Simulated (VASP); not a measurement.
# Li16H (a cell with a defect) in VASP: further runs

Runs on Li16H (a cell with a defect). Level: PBE. Tasks: single point.

Everything below comes from runs of VASP 6.6.1. Logs are shortened: lines on timing, memory, paths and dates and some standing lists are left out, and cuts for length are marked.

### 1 The cell of the first run

The cell holds a defect, 17 atoms: a = 6.980 Å, b = 6.980 Å, c = 6.980 Å, α = 90.00°, β = 90.00°, γ = 90.00°.

### 2 Single point, PBE

Input file INCAR:

```
  PREC = Accurate
  ENCUT = 520
  EDIFF = 1E-7
  ISMEAR = 0
  SIGMA = 0.1
  LREAL = Auto
  LASPH = T
  NELM = 100
  ALGO = Normal
  ISIF = 2
  LWAVE = F
  LCHARG = F
  GGA = PE
  NBANDS = 38
```

Input file KPOINTS:

```
regular mesh
0
Gamma
  3 3 3
```

Input file POSCAR:

```
Li16H
1.0
    6.9800000000      0.0000000000      0.0000000000
    0.0000000000      6.9800000000      0.0000000000
    0.0000000000      0.0000000000      6.9800000000
Li H
16 1
Direct
    0.0146775072      0.0319305158      0.0003449857
    0.4908173352     -0.0009865330      0.0002484241
    0.0137025788      0.4640266476      0.0003074499
   -0.0114829513     -0.0047174785      0.5001997135
    0.2502532951      0.2488376791      0.2624825215
    0.4931904011      0.4981330946      0.0002108883
    0.5019415473     -0.0216898281      0.5003027221
    0.7343292264      0.2474522923      0.2608113181
   -0.0131525788      0.5013212034      0.5002369628
    0.2390250716      0.7476050143      0.2519782235
    0.2501756447      0.2487926934      0.7380153295
    0.5032031519      0.5179392550      0.5003392550
    0.7599739255      0.7490093123      0.2320809456
    0.7344540115      0.2474051576      0.7397667622
    0.2388899713      0.7476421203      0.7485795129
    0.7600580229      0.7490488539      0.7684418338
    0.1854597421      0.2478836676      0.0002618911
```

Potentials or basis: VASP PAW PBE potentials, release 64 (Li_sv, H).

Command:

```bash
$ cat potpaw_PBE.64/Li_sv/POTCAR potpaw_PBE.64/H/POTCAR > POTCAR
$ mpirun -np 1 vasp_std > vasp.out
```

OUTCAR:

```text
PREC = Accurate
   ENCUT = 520
   EDIFF = 1E-7
   ISMEAR = 0
   LREAL = Auto
   LASPH = T
   NELM = 100
   ISIF = 2
   GGA = PE

 ion  position               nearest neighbor table
   1  0.015  0.032  0.000-
   2  0.491  0.999  0.000-
   3  0.014  0.464  0.000-
   4  0.989  0.995  0.500-
   5  0.250  0.249  0.262-
   6  0.493  0.498  0.000-
[... 9 lines left out ...]
  16  0.760  0.749  0.768-
  17  0.185  0.248  0.000-

  LATTYP: Found a simple cubic cell.
 ALAT       =     6.9800000000

  Lattice vectors:

 A1 = (   6.9800000000,   0.0000000000,   0.0000000000)
 A2 = (   0.0000000000,   6.9800000000,   0.0000000000)
 A3 = (   0.0000000000,   0.0000000000,   6.9800000000)

Analysis of symmetry for initial positions (statically):
=====================================================================
 Subroutine PRICEL returns:
 Original cell was already a primitive cell.

 Routine SETGRP: Setting up the symmetry group for a
 simple cubic supercell.

 Subroutine GETGRP returns: Found  1 space group operations
 (whereof  1 operations were pure point group operations)
 out of a pool of 48 trial point group operations.

The static configuration has the point symmetry C_1 .

Analysis of symmetry for dynamics (positions and initial velocities):
=====================================================================
 Subroutine PRICEL returns:
 Original cell was already a primitive cell.

 Routine SETGRP: Setting up the symmetry group for a
 simple cubic supercell.

 Subroutine GETGRP returns: Found  1 space group operations
 (whereof  1 operations were pure point group operations)
 out of a pool of 48 trial point group operations.

The dynamic configuration has the point symmetry C_1 .

 Subroutine INISYM returns: Found  1 space group operations
 (whereof  1 operations are pure point group operations),
 and found     1 'primitive' translations

----------------------------------------------------------------------------------------

                                     Primitive cell

  volume of cell :     340.0684

  direct lattice vectors                    reciprocal lattice vectors
     6.980000000  0.000000000  0.000000000     0.143266476  0.000000000  0.000000000
     0.000000000  6.980000000  0.000000000     0.000000000  0.143266476  0.000000000
     0.000000000  0.000000000  6.980000000     0.000000000  0.000000000  0.143266476

  length of vectors
     6.980000000  6.980000000  6.980000000     0.143266476  0.143266476  0.143266476

  position of ions in fractional coordinates (direct lattice)
     0.014677507  0.031930516  0.000344986
     0.490817335  0.999013467  0.000248424
     0.013702579  0.464026648  0.000307450
     0.988517049  0.995282522  0.500199714
     0.250253295  0.248837679  0.262482521
     0.493190401  0.498133095  0.000210888
[... 9 lines left out ...]
     0.760058023  0.749048854  0.768441834
     0.185459742  0.247883668  0.000261891

  ion indices of the primitive-cell ions
   primitive index   ion index
                 1           1
                 2           2
                 3           3
                 4           4
                 5           5
                 6           6
[... 9 lines left out ...]
                16          16
                17          17

----------------------------------------------------------------------------------------

 KPOINTS: regular mesh

Automatic generation of k-mesh.
 Grid dimensions read from file:
 generate k-points for:    3    3    3

 Generating k-lattice:

  Cartesian coordinates                     Fractional coordinates (reciprocal lattice)
     0.047755492  0.000000000  0.000000000     0.333333333  0.000000000  0.000000000
     0.000000000  0.047755492  0.000000000     0.000000000  0.333333333  0.000000000
     0.000000000  0.000000000  0.047755492     0.000000000  0.000000000  0.333333333

  Length of vectors
     0.047755492  0.047755492  0.047755492

  Shift w.r.t. Gamma in fractional coordinates (k-lattice)
     0.000000000  0.000000000  0.000000000

 Subroutine IBZKPT returns following result:
 ===========================================

 Found     14 irreducible k-points:

 Following reciprocal coordinates:
            Coordinates               Weight
  0.000000  0.000000  0.000000      1.000000
  0.333333  0.000000  0.000000      2.000000
  0.000000  0.333333  0.000000      2.000000
  0.000000  0.000000  0.333333      2.000000
  0.333333  0.333333  0.000000      2.000000
  0.000000  0.333333  0.333333      2.000000
  0.333333  0.000000  0.333333      2.000000
 -0.333333  0.333333  0.000000      2.000000
 -0.333333  0.000000  0.333333      2.000000
  0.000000 -0.333333  0.333333      2.000000
  0.333333  0.333333  0.333333      2.000000
 -0.333333  0.333333  0.333333      2.000000
 -0.333333 -0.333333  0.333333      2.000000
  0.333333 -0.333333  0.333333      2.000000
   k-points           NKPTS =     14   k-points in BZ     NKDIM =     14   number of bands    NBANDS=     38
   number of dos      NEDOS =    301   number of ions     NIONS =     17
   total plane-waves  NPLWV = 157464
   dimension x,y,z NGX =    54 NGY =   54 NGZ =   54
   dimension x,y,z NGXF=   108 NGYF=  108 NGZF=  108
   ions per type =              16   1
   NGX,Y,Z   is equivalent  to a cutoff of  12.86, 12.86, 12.86 a.u.
   NGXF,Y,Z  is equivalent  to a cutoff of  25.72, 25.72, 25.72 a.u.
 SYSTEM =  unknown system
   PREC   = accura    normal or accurate (medium, high low for compatibility)
   ISTART =      0    job   : 0-new  1-cont  2-samecut
   ICHARG =      2    charge: 1-file 2-atom 10-const
   ISPIN  =      1    spin polarized calculation?
   LNONCOLLINEAR =      F non collinear calculations
   LSORBIT =      F    spin-orbit coupling
   LASPH  =      T    aspherical Exc in radial PAW
   ENCUT  =  520.0 eV  38.22 Ry    6.18 a.u.  12.98 12.98 12.98*2*pi/ulx,y,z
   NELM   =    100;   NELMIN=  2; NELMDL= -5     # of ELM steps
   EDIFF  = 0.1E-06   stopping-criterion for ELM
   LREAL  =      T    real-space projection
   EDIFFG = 0.1E-05   stopping-criterion for IOM
   NSW    =      0    number of steps for IOM
   IBRION =     -1    ionic relax: 0-MD 1-quasi-New 2-CG
   NFREE  =      0    steps in history (QN), initial steepest desc. (CG)
   ISIF   =      2    stress and relaxation
   ISYM   =      2    0-nonsym 1-usesym 2-fastsym
   POTIM  = 0.5000    time-step for ionic-motion
   TEBEG  =    0.0;   TEEND  =   0.0 temperature during run
   PSTRESS=    0.0 pullay stress
   NELECT =      49.0000    total number of electrons
   NUPDOWN=      -1.0000    fix difference up-down
   EMIN   =  10.00;   EMAX   =-10.00  energy-range for DOS
   EFERMI =   0.00;   METHOD = LEGACY
   ISMEAR =     0;   SIGMA  =   0.10  broadening in eV -4-tet -1-fermi 0-gaus
   EFERMI_NEDOS =   21; number of points for ismear=-14 and -15
   IALGO  =     38    algorithm
   IMIX   =      4    mixing-type and parameters
     AMIX     =   0.40;   BMIX     =  1.00
     AMIX_MAG =   1.60;   BMIX_MAG =  1.00
  volume/ion in A,a.u.               =      20.00       134.99
  Fermi-wavevector in a.u.,A,eV,Ry     =   0.858258  1.621873 10.022155  0.736608
  Thomas-Fermi vector in A             =   1.975436
   LORBIT       =      0    0 simple, 1 ext, 2 COOP (PROOUT), +10 PAW based schemes
   GGA     = PE    functional components
   LHFCALC =     F    Hartree Fock is set to
   AEXX    =    0.0000 exact exchange contribution
   IVDW    =     0    specifies the selected vdW correction
   LEPSILON=     F    determine dielectric tensor
   LRPA    =     F    only Hartree local field effects (RPA)
 non-spin polarized calculation
 Gauss-broadening in eV      SIGMA  =   0.10
  energy-cutoff  :      520.00
  volume of cell :      340.07
 maximum number of plane-waves:      9180
 NGX is ok and might be reduce to    54
   NGX = 25   NGY = 25   NGZ = 25

 number of electron      48.9999978 magnetization

 Free energy of the ion-electron system (eV)
  ---------------------------------------------------
  ext. energy  EPLUGINS =         0.00000000
  ---------------------------------------------------
  free energy    TOTEN  =       -34.25889372 eV

  energy without entropy =      -34.19699247  energy(sigma->0) =      -34.22794309

 E-fermi :   0.5303     XC(G=0):  -6.9701

 val. band max:        0.5169680373   @ k =   0.0000   0.3333   0.3333
 cond. band min:       0.5328310875   @ k =  -0.3333   0.3333   0.0000
 fundamental gap:      0.0158630502
 Fermi energy:         0.5302574797

 k-point     1 :       0.0000    0.0000    0.0000
  band No.  band energies     occupation
      1     -46.2637      2.00000
      2     -46.2620      2.00000
      3     -46.0796      2.00000
      4     -46.0774      2.00000
      5     -46.0698      2.00000
      6     -46.0675      2.00000
[... 28 lines left out ...]
     35       3.6100      0.00000
     36       3.7713      0.00000

 k-point     2 :       0.3333    0.0000    0.0000
  band No.  band energies     occupation
      1     -46.2636      2.00000
      2     -46.2620      2.00000
      3     -46.0795      2.00000
      4     -46.0774      2.00000
      5     -46.0698      2.00000
      6     -46.0675      2.00000
[... 28 lines left out ...]
     35       3.7422      0.00000
     36       3.7472      0.00000

 k-point     3 :       0.0000    0.3333    0.0000
  band No.  band energies     occupation
      1     -46.2634      2.00000
      2     -46.2624      2.00000
      3     -46.0795      2.00000
      4     -46.0774      2.00000
      5     -46.0696      2.00000
      6     -46.0675      2.00000
[... 28 lines left out ...]
     35       3.7572      0.00000
     36       3.7606      0.00000
[... 352 lines left out ...]
 k-point    13 :      -0.3333   -0.3333    0.3333
  band No.  band energies     occupation
      1     -46.2634      2.00000
      2     -46.2624      2.00000
      3     -46.0791      2.00000
      4     -46.0778      2.00000
      5     -46.0691      2.00000
      6     -46.0680      2.00000
[... 28 lines left out ...]
     35       3.6368      0.00000
     36       3.8134      0.00000

 k-point    14 :       0.3333   -0.3333    0.3333
  band No.  band energies     occupation
      1     -46.2634      2.00000
      2     -46.2624      2.00000
      3     -46.0791      2.00000
      4     -46.0778      2.00000
      5     -46.0691      2.00000
      6     -46.0680      2.00000
[... 28 lines left out ...]
     35       3.6388      0.00000
     36       3.8098      0.00000
 [bands above 36 left out]

------------------------ aborting loop because EDIFF is reached ----------------------------------------

  FORCE on cell =-STRESS in cart. coord.  units (eV):
  Direction    XX          YY          ZZ          XY          YZ          ZX
  --------------------------------------------------------------------------------------
  -------------------------------------------------------------------------------------
  Total       -2.0530545     -1.8986682     -1.4573938      0.0373781      0.0009486      0.0007374
  in kB       -9.6726348     -8.9452686     -6.8662758      0.1761009      0.0044693      0.0034741
  external PRESSURE =      -8.4947264 kB  Pullay stress =       0.0000000 kB

 VOLUME and BASIS-vectors are now :
 -----------------------------------------------------------------------------
  energy-cutoff  :      520.00
  volume of cell :      340.07
      direct lattice vectors                 reciprocal lattice vectors
     6.980000000  0.000000000  0.000000000     0.143266476  0.000000000  0.000000000
     0.000000000  6.980000000  0.000000000     0.000000000  0.143266476  0.000000000
     0.000000000  0.000000000  6.980000000     0.000000000  0.000000000  0.143266476

 POSITION                                       TOTAL-FORCE (eV/Angst)
 -----------------------------------------------------------------------------------
      0.10245      0.22288      0.00241         0.004368      0.001940      0.000023
      3.42590      6.97311      0.00173        -0.008357      0.005822     -0.000588
      0.09564      3.23891      0.00215         0.008421     -0.006082     -0.000984
      6.89985      6.94707      3.49139        -0.006612     -0.002190      0.000256
      1.74677      1.73689      1.83213        -0.001442     -0.001777      0.003044
      3.44247      3.47697      0.00147        -0.009569     -0.007536     -0.000356
[... 9 lines left out ...]
      5.30520      5.22836      5.36372        -0.002592     -0.000226      0.008593
      1.29451      1.73023      0.00183         0.015497      0.001376      0.000142
 -----------------------------------------------------------------------------------
    total drift:                                0.001941     -0.000088     -0.001408

  FREE ENERGIE OF THE ION-ELECTRON SYSTEM (eV)
  ---------------------------------------------------
  free  energy   TOTEN  =       -34.2588937165 eV

  energy  without entropy=      -34.1969924688  energy(sigma->0) =      -34.22794309
```

Wall time 8.6 min (1 thread of Oxide Virtual Turin-like, shared host); peak memory 0.38 GiB.

What came out:

```yaml
Free_energy: -34.2589 eV
Largest_force: 0.016 eV/Å
```

Forces on the atoms (eV/Å):
```
Li   0.004  0.002  0.000
Li  -0.008  0.006 -0.001
Li   0.008 -0.006 -0.001
Li  -0.007 -0.002  0.000
Li  -0.001 -0.002  0.003
Li  -0.010 -0.008  0.000
Li   0.002  0.000  0.000
Li   0.003  0.001 -0.002
Li  -0.007  0.004  0.000
Li   0.000  0.000  0.001
Li  -0.002 -0.002 -0.003
Li   0.002  0.006 -0.001
Li  -0.003 -0.001 -0.008
Li   0.003  0.000  0.003
Li   0.001  0.001  0.000
Li  -0.003  0.000  0.009
H    0.015  0.001  0.000
```

Levels at points of the mesh, in eV from the Fermi level:
| k point | band 22 | band 23 | band 24 | band 25 | band 26 | band 27 |
| --- | --- | --- | --- | --- | --- | --- |
| (0.00, 0.00, 0.00) | -1.13 | -1.07 | -0.33 | 0.23 | 0.25 | 0.25 |

Caveat: the cutoff is under 1.25 times the usual one of these potentials, so pressure, stress and relaxed cells hold a basis-set (Pulay) error.

[end of part 1 of 3]
